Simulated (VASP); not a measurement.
Here is a VASP 6.6.1 calculation.

INCAR

```
SYSTEM = Rh
PREC = Accurate
ENCUT = 520
EDIFF = 1E-6
ISMEAR = -1
SIGMA = 0.05
LREAL = .FALSE.
LASPH = .TRUE.
NELM = 150
ALGO = Normal
ISIF = 2
LWAVE = .FALSE.
LCHARG = .TRUE.
ISPIN = 2
MAGMOM = 1 1 1 1
LORBIT = 11
LMAXMIX = 4
GGA = PE
LELF = .TRUE.
LVHAR = .TRUE.
NBANDS = 42
```

The input KPOINTS:

```
Automatic mesh
0
G
  18 18 5
  0 0 0
```

POSCAR

```
Rh
1.0
    2.6739701499      0.0000000000      0.0000000000
   -1.3369850749      2.3157260788      0.0000000000
    0.0000000000      0.0000000000      8.7266606708
Rh
4
Direct
    1.0000000000      1.0000000000      0.0000000000
    1.0000000000      1.0000000000      0.5000000000
    0.3333333333      0.6666666667      0.2500000000
    0.6666666667      0.3333333333      0.7500000000
```

Potentials or basis: VASP PAW PBE potentials, release 64 (Rh_pv).

Launch:

```sh
$ cat potpaw_PBE.64/Rh_pv/POTCAR > POTCAR
$ mpirun -np 1 vasp_std > vasp.out
```

(1) What does it give for the pressure?

(2) What does it give for the net moment?

## Answers

(1) 11.6 GPa.

(2) 0.00 μB per cell.

Caveat: the cell stands under pressure.
